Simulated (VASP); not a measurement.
# Ge3Pd (Pm-3m) in VASP: further runs

The runs below take Ge3Pd through single point, with PBEsol.

All numbers are computed with VASP 6.6.1; they aren't measurements. Logs are shortened: lines on timing, memory, paths and dates and some standing lists are left out, and cuts for length are marked.

### Step 1. The cell of the first run

It takes space group Pm-3m (No. 221, cubic). The conventional cell has a = 4.114 Å, b = 4.114 Å, c = 4.114 Å, α = 90.00°, β = 90.00°, γ = 90.00°. Within 3.8 Å of Pd (site symmetry m-3m) lie 12 Ge at 2.91 Å. Ge (site symmetry 4/mmm) has 4 Pd at 2.91 Å and 8 Ge at 2.91 Å within 3.8 Å.

### Step 2. Single point, PBEsol

INCAR

```
  ALGO = Normal
  EDIFF = 1E-6
  ENCUT = 520
  GGA = PS
  ISIF = 2
  ISMEAR = -1
  LASPH = True
  LCHARG = False
  LREAL = False
  LWAVE = False
  NBANDS = 34
  NELM = 100
  PREC = Accurate
  SIGMA = 0.05
```

KPOINTS

```
k-points
0
Gamma
  7 7 7
```

POSCAR

```
Ge3Pd
1.0
    4.1142233503      0.0000000000      0.0000000000
    0.0000000000      4.1142233503      0.0000000000
    0.0000000000      0.0000000000      4.1142233503
Pd Ge
1 3
Direct
    0.0000000000      0.0000000000      0.0000000000
    0.5000000000      0.5000000000      0.0000000000
    0.5000000000      0.0000000000      0.5000000000
    0.0000000000      0.5000000000      0.5000000000
```

Potentials or basis: VASP PAW PBE potentials, release 64 (Pd, Ge_d).

Started as:

```sh
$ cat potpaw_PBE.64/Pd/POTCAR potpaw_PBE.64/Ge_d/POTCAR > POTCAR
$ mpirun -np 1 vasp_std > vasp.out
```

OUTCAR:

```text
EDIFF = 1E-6
   ENCUT = 520
   GGA = PS
   ISIF = 2
   ISMEAR = -1
   LASPH = True
   LREAL = False
   NELM = 100
   PREC = Accurate

 ion  position               nearest neighbor table
   1  0.000  0.000  0.000-   2 2.91   3 2.91   4 2.91   3 2.91   4 2.91   2 2.91   4 2.91   4 2.91
                             2 2.91   3 2.91   3 2.91   2 2.91
   2  0.500  0.500  0.000-   1 2.91   3 2.91   4 2.91   3 2.91   4 2.91   1 2.91   3 2.91   3 2.91
                             1 2.91   4 2.91   4 2.91   1 2.91
   3  0.500  0.000  0.500-   1 2.91   2 2.91   4 2.91   1 2.91   2 2.91   2 2.91   4 2.91   2 2.91
                             1 2.91   4 2.91   1 2.91   4 2.91
   4  0.000  0.500  0.500-   1 2.91   2 2.91   3 2.91   1 2.91   2 2.91   1 2.91   3 2.91   1 2.91
                             2 2.91   3 2.91   2 2.91   3 2.91

  LATTYP: Found a simple cubic cell.
 ALAT       =     4.1142233503

  Lattice vectors:

 A1 = (   4.1142233503,   0.0000000000,   0.0000000000)
 A2 = (   0.0000000000,   4.1142233503,   0.0000000000)
 A3 = (   0.0000000000,   0.0000000000,   4.1142233503)

Analysis of symmetry for initial positions (statically):
=====================================================================
 Subroutine PRICEL returns:
 Original cell was already a primitive cell.

 Routine SETGRP: Setting up the symmetry group for a
 simple cubic supercell.

 Subroutine GETGRP returns: Found 48 space group operations
 (whereof 48 operations were pure point group operations)
 out of a pool of 48 trial point group operations.

The static configuration has the point symmetry O_h .

Analysis of symmetry for dynamics (positions and initial velocities):
=====================================================================
 Subroutine PRICEL returns:
 Original cell was already a primitive cell.

 Routine SETGRP: Setting up the symmetry group for a
 simple cubic supercell.

 Subroutine GETGRP returns: Found 48 space group operations
 (whereof 48 operations were pure point group operations)
 out of a pool of 48 trial point group operations.

The dynamic configuration has the point symmetry O_h .

 Subroutine INISYM returns: Found 48 space group operations
 (whereof 48 operations are pure point group operations),
 and found     1 'primitive' translations

----------------------------------------------------------------------------------------

                                     Primitive cell

  volume of cell :      69.6408

  direct lattice vectors                    reciprocal lattice vectors
     4.114223350  0.000000000  0.000000000     0.243059240  0.000000000  0.000000000
     0.000000000  4.114223350  0.000000000     0.000000000  0.243059240  0.000000000
     0.000000000  0.000000000  4.114223350     0.000000000  0.000000000  0.243059240

  length of vectors
     4.114223350  4.114223350  4.114223350     0.243059240  0.243059240  0.243059240

  position of ions in fractional coordinates (direct lattice)
     0.000000000  0.000000000  0.000000000
     0.500000000  0.500000000  0.000000000
     0.500000000  0.000000000  0.500000000
     0.000000000  0.500000000  0.500000000

  ion indices of the primitive-cell ions
   primitive index   ion index
                 1           1
                 2           2
                 3           3
                 4           4

----------------------------------------------------------------------------------------

 KPOINTS: k-points

Automatic generation of k-mesh.
 Grid dimensions read from file:
 generate k-points for:    7    7    7

 Generating k-lattice:

  Cartesian coordinates                     Fractional coordinates (reciprocal lattice)
     0.034722749  0.000000000  0.000000000     0.142857143  0.000000000  0.000000000
     0.000000000  0.034722749  0.000000000     0.000000000  0.142857143  0.000000000
     0.000000000  0.000000000  0.034722749     0.000000000  0.000000000  0.142857143

  Length of vectors
     0.034722749  0.034722749  0.034722749

  Shift w.r.t. Gamma in fractional coordinates (k-lattice)
     0.000000000  0.000000000  0.000000000

 Subroutine IBZKPT returns following result:
 ===========================================

 Found     20 irreducible k-points:

 Following reciprocal coordinates:
            Coordinates               Weight
  0.000000  0.000000  0.000000      1.000000
  0.142857  0.000000  0.000000      6.000000
  0.285714  0.000000  0.000000      6.000000
  0.428571  0.000000  0.000000      6.000000
  0.142857  0.142857  0.000000     12.000000
  0.285714  0.142857  0.000000     24.000000
[... 12 lines left out ...]
  0.428571  0.428571  0.285714     24.000000
  0.428571  0.428571  0.428571      8.000000
   k-points           NKPTS =     20   k-points in BZ     NKDIM =     20   number of bands    NBANDS=     34
   number of dos      NEDOS =    301   number of ions     NIONS =      4
   total plane-waves  NPLWV =  32768
   dimension x,y,z NGX =    32 NGY =   32 NGZ =   32
   dimension x,y,z NGXF=    64 NGYF=   64 NGZF=   64
   ions per type =               1   3
   NGX,Y,Z   is equivalent  to a cutoff of  12.93, 12.93, 12.93 a.u.
   NGXF,Y,Z  is equivalent  to a cutoff of  25.86, 25.86, 25.86 a.u.
 SYSTEM =  unknown system
   PREC   = accura    normal or accurate (medium, high low for compatibility)
   ISTART =      0    job   : 0-new  1-cont  2-samecut
   ICHARG =      2    charge: 1-file 2-atom 10-const
   ISPIN  =      1    spin polarized calculation?
   LNONCOLLINEAR =      F non collinear calculations
   LSORBIT =      F    spin-orbit coupling
   LASPH  =      T    aspherical Exc in radial PAW
   ENCUT  =  520.0 eV  38.22 Ry    6.18 a.u.   7.65  7.65  7.65*2*pi/ulx,y,z
   NELM   =    100;   NELMIN=  2; NELMDL= -5     # of ELM steps
   EDIFF  = 0.1E-05   stopping-criterion for ELM
   LREAL  =      F    real-space projection
   EDIFFG = 0.1E-04   stopping-criterion for IOM
   NSW    =      0    number of steps for IOM
   IBRION =     -1    ionic relax: 0-MD 1-quasi-New 2-CG
   NFREE  =      0    steps in history (QN), initial steepest desc. (CG)
   ISIF   =      2    stress and relaxation
   ISYM   =      2    0-nonsym 1-usesym 2-fastsym
   POTIM  = 0.5000    time-step for ionic-motion
   TEBEG  =    0.0;   TEEND  =   0.0 temperature during run
   PSTRESS=    0.0 pullay stress
   NELECT =      52.0000    total number of electrons
   NUPDOWN=      -1.0000    fix difference up-down
   EMIN   =  10.00;   EMAX   =-10.00  energy-range for DOS
   EFERMI =   0.00;   METHOD = LEGACY
   ISMEAR =    -1;   SIGMA  =   0.05  broadening in eV -4-tet -1-fermi 0-gaus
   EFERMI_NEDOS =   21; number of points for ismear=-14 and -15
   IALGO  =     38    algorithm
   IMIX   =      4    mixing-type and parameters
     AMIX     =   0.40;   BMIX     =  1.00
     AMIX_MAG =   1.60;   BMIX_MAG =  1.00
  volume/ion in A,a.u.               =      17.41       117.49
  Fermi-wavevector in a.u.,A,eV,Ry     =   1.485211  2.806641 30.012424  2.205851
  Thomas-Fermi vector in A             =   2.598651
   LORBIT       =      0    0 simple, 1 ext, 2 COOP (PROOUT), +10 PAW based schemes
   GGA     = PS    functional components
   LHFCALC =     F    Hartree Fock is set to
   AEXX    =    0.0000 exact exchange contribution
   IVDW    =     0    specifies the selected vdW correction
   LEPSILON=     F    determine dielectric tensor
   LRPA    =     F    only Hartree local field effects (RPA)
 non-spin polarized calculation
  energy-cutoff  :      520.00
  volume of cell :       69.64
 maximum number of plane-waves:      1891
 NGX is ok and might be reduce to    32
   NGX = 15   NGY = 15   NGZ = 15

 number of electron      52.0000004 magnetization

 Free energy of the ion-electron system (eV)
  ---------------------------------------------------
  ext. energy  EPLUGINS =         0.00000000
  ---------------------------------------------------
  free energy    TOTEN  =       -20.60836404 eV

  energy without entropy =      -20.59188279  energy(sigma->0) =      -20.60012341

 E-fermi :   7.6565     XC(G=0): -11.9678

 val. band max:        7.6298865312   @ k =   0.4286   0.4286   0.1429
 cond. band min:       7.6757988432   @ k =   0.4286   0.4286   0.0000
 fundamental gap:      0.0459123120
 Fermi energy:         7.6565304798

 k-point     1 :       0.0000    0.0000    0.0000
  band No.  band energies     occupation
      1     -17.0528      2.00000
      2     -17.0528      2.00000
      3     -17.0528      2.00000
      4     -17.0414      2.00000
      5     -16.9858      2.00000
      6     -16.9858      2.00000
[... 26 lines left out ...]
     33      13.3299      0.00000
     34      16.7189      0.00000

 k-point     2 :       0.1429    0.0000    0.0000
  band No.  band energies     occupation
      1     -17.0516      2.00000
      2     -17.0444      2.00000
      3     -17.0444      2.00000
      4     -17.0357      2.00000
      5     -16.9849      2.00000
      6     -16.9808      2.00000
[... 26 lines left out ...]
     33      12.7875      0.00000
     34      16.7090      0.00000

 k-point     3 :       0.2857    0.0000    0.0000
  band No.  band energies     occupation
      1     -17.0486      2.00000
      2     -17.0206      2.00000
      3     -17.0206      2.00000
      4     -17.0206      2.00000
      5     -16.9827      2.00000
      6     -16.9676      2.00000
[... 26 lines left out ...]
     33      12.8567      0.00000
     34      16.6846      0.00000

 k-point     4 :       0.4286    0.0000    0.0000
  band No.  band energies     occupation
      1     -17.0461      2.00000
      2     -17.0042      2.00000
      3     -16.9866      2.00000
      4     -16.9866      2.00000
      5     -16.9798      2.00000
      6     -16.9526      2.00000
[... 26 lines left out ...]
     33      14.2076      0.00000
     34      16.6677      0.00000

 k-point     5 :       0.1429    0.1429    0.0000
  band No.  band energies     occupation
      1     -17.0455      2.00000
      2     -17.0409      2.00000
      3     -17.0392      2.00000
      4     -17.0286      2.00000
      5     -16.9822      2.00000
      6     -16.9775      2.00000
[... 473 lines left out ...]
 k-point    18 :       0.4286    0.2857    0.2857
  band No.  band energies     occupation
      1     -17.0176      2.00000
      2     -17.0029      2.00000
      3     -16.9983      2.00000
      4     -16.9891      2.00000
      5     -16.9808      2.00000
      6     -16.9787      2.00000
[... 26 lines left out ...]
     33      14.5352      0.00000
     34      16.6364      0.00000

 k-point    19 :       0.4286    0.4286    0.2857
  band No.  band energies     occupation
      1     -17.0110      2.00000
      2     -17.0020      2.00000
      3     -17.0008      2.00000
      4     -16.9955      2.00000
      5     -16.9871      2.00000
      6     -16.9850      2.00000
[... 26 lines left out ...]
     33      15.2584      0.00000
     34      18.0070      0.00000

 k-point    20 :       0.4286    0.4286    0.4286
  band No.  band energies     occupation
      1     -17.0118      2.00000
      2     -17.0060      2.00000
      3     -17.0060      2.00000
      4     -16.9964      2.00000
      5     -16.9964      2.00000
      6     -16.9930      2.00000
[... 26 lines left out ...]
     33      15.2764      0.00000
     34      19.4403      0.00000

------------------------ aborting loop because EDIFF is reached ----------------------------------------

  FORCE on cell =-STRESS in cart. coord.  units (eV):
  Direction    XX          YY          ZZ          XY          YZ          ZX
  --------------------------------------------------------------------------------------
  -------------------------------------------------------------------------------------
  Total       -1.2460228     -1.2460228     -1.2460228     -0.0000000     -0.0000000      0.0000000
  in kB      -28.6663893    -28.6663893    -28.6663893     -0.0000000     -0.0000000      0.0000000
  external PRESSURE =     -28.6663893 kB  Pullay stress =       0.0000000 kB

 VOLUME and BASIS-vectors are now :
 -----------------------------------------------------------------------------
  energy-cutoff  :      520.00
  volume of cell :       69.64
      direct lattice vectors                 reciprocal lattice vectors
     4.114223350  0.000000000  0.000000000     0.243059240  0.000000000  0.000000000
     0.000000000  4.114223350  0.000000000     0.000000000  0.243059240  0.000000000
     0.000000000  0.000000000  4.114223350     0.000000000  0.000000000  0.243059240

 POSITION                                       TOTAL-FORCE (eV/Angst)
 -----------------------------------------------------------------------------------
      0.00000      0.00000      0.00000         0.000000      0.000000      0.000000
      2.05711      2.05711      0.00000         0.000000      0.000000      0.000000
      2.05711      0.00000      2.05711         0.000000      0.000000      0.000000
      0.00000      2.05711      2.05711         0.000000      0.000000      0.000000
 -----------------------------------------------------------------------------------
    total drift:                                0.000000     -0.000000     -0.000000

  FREE ENERGIE OF THE ION-ELECTRON SYSTEM (eV)
  ---------------------------------------------------
  free  energy   TOTEN  =       -20.6083640354 eV

  energy  without entropy=      -20.5918827894  energy(sigma->0) =      -20.60012341
```

Wall time 23 s (1 thread of Intel Xeon 6975P-C (Granite Rapids), shared host); peak memory 0.19 GiB.

Results:

```
Free energy            : -20.6084 eV
Pressure               : -2.9 GPa
Band gap on the k mesh : zero (band 26 reaches 7.81 eV, above the bottom of band 27 at 6.21 eV)
```

Levels at points of the mesh, in eV from the Fermi level:
```
           k point  band 22  band 23  band 24  band 25  band 26  band 27  band 28  band 29  band 30  band 31
(0.00, 0.00, 0.00)    -2.74    -2.74    -2.74    -1.55    -1.55     0.78     3.00     3.00     3.00     5.67
```

Caveat: the PAW data sets were made with another functional, which shifts forces and pressure a little.

### Step 3. Single point, PBEsol

This run uses another cell than the first one, of 18.12 Å³/atom, 1.041 times its volume.

INCAR

```
PREC = Accurate
ENCUT = 520
EDIFF = 1E-7
ISMEAR = -1
SIGMA = 0.05
LREAL = False
LASPH = True
NELM = 100
ALGO = Normal
ISIF = 2
LWAVE = False
LCHARG = False
GGA = PS
NBANDS = 34
```

KPOINTS

```
Automatic mesh
0
Gamma
  7 7 7
```

POSCAR

```
Ge3Pd
1.0
    4.1694544153      0.0000000000      0.0000000000
    0.0000000000      4.1694544153      0.0000000000
    0.0000000000      0.0000000000      4.1694544153
Pd Ge
1 3
Direct
    0.0000000000      0.0000000000      0.0000000000
    0.5000000000      0.5000000000      0.0000000000
    0.5000000000      0.0000000000      0.5000000000
    0.0000000000      0.5000000000      0.5000000000
```

Potentials or basis: VASP PAW PBE potentials, release 64 (Pd, Ge_d).

Started as:

```sh
$ cat potpaw_PBE.64/Pd/POTCAR potpaw_PBE.64/Ge_d/POTCAR > POTCAR
$ mpirun -np 1 vasp_std > vasp.out
```

Wall time 30 s (1 thread of Intel Xeon 6975P-C (Granite Rapids), shared host); peak memory 0.18 GiB.

Results (log left out):

```
Free energy            : -20.5272 eV
Pressure               : -6.2 GPa
Band gap on the k mesh : zero (band 26 reaches 7.24 eV, above the bottom of band 27 at 5.75 eV)
```

Levels at points of the mesh, in eV from the Fermi level:
```
           k point  band 24  band 25  band 26  band 27  band 28  band 29
(0.00, 0.00, 0.00)    -2.56    -1.56    -1.56     0.85     2.97     2.97
```

Caveat: the PAW data sets were made with another functional, which shifts forces and pressure a little.

### Step 4. Single point, PBEsol

This run uses another cell than the first one, of 18.83 Å³/atom, 1.082 times its volume.

INCAR

```
  PREC = Accurate
  ENCUT = 520
  EDIFF = 1E-6
  ISMEAR = -1
  SIGMA = 0.05
  LREAL = False
  LASPH = True
  NELM = 100
  ALGO = Normal
  ISIF = 2
  LWAVE = False
  LCHARG = False
  GGA = PS
  NBANDS = 34
```

KPOINTS

```
regular mesh
0
Gamma
  7 7 7
```

POSCAR

```
Ge3Pd
1.0
    4.2232597616      0.0000000000      0.0000000000
    0.0000000000      4.2232597616      0.0000000000
    0.0000000000      0.0000000000      4.2232597616
Pd Ge
1 3
Direct
    0.0000000000      0.0000000000      0.0000000000
    0.5000000000      0.5000000000      0.0000000000
    0.5000000000      0.0000000000      0.5000000000
    0.0000000000      0.5000000000      0.5000000000
```

Started as:

```sh
$ cat potpaw_PBE.64/Pd/POTCAR potpaw_PBE.64/Ge_d/POTCAR > POTCAR
$ mpirun -np 1 vasp_std > vasp.out
```

It took 25 s on 1 thread of Intel Xeon 6975P-C (Granite Rapids), shared host; peak memory 0.19 GiB.

It converged, with:

```yaml
Free_energy: -20.3966 eV
Pressure: -8.5 GPa
Band_gap_on_the_k_mesh: zero (band 26 reaches 6.82 eV, above the bottom of band 27 at 5.33 eV)
```

Levels at points of the mesh, in eV from the Fermi level:
```
           k point  band 22  band 23  band 24  band 25  band 26  band 27  band 28  band 29  band 30  band 31
(0.00, 0.00, 0.00)    -2.40    -2.40    -2.40    -1.55    -1.55     0.91     2.93     2.93     2.93     5.40
```

Caveat: the PAW data sets were made with another functional, which shifts forces and pressure a little.

### Step 5. Summary

```csv
cell,gap on the mesh (eV),pressure (GPa)
"a = 4.114 Å, 4 atoms",none,-2.9
"a = 4.169 Å, 4 atoms",none,-6.2
"a = 4.223 Å, 4 atoms",none,-8.5
```

Alike in all rows: task single point; level PBEsol; potentials or basis VASP PAW PBE potentials, release 64 (Pd, Ge_d); no spin polarisation; k mesh 7 × 7 × 7; cutoff (eV) 520; smearing fermi-dirac 0.05 eV.

Caveats: the PAW data sets were made with another functional, which shifts forces and pressure a little.

Total energies depend on the potentials used, so only differences within one code and one set of settings carry meaning.
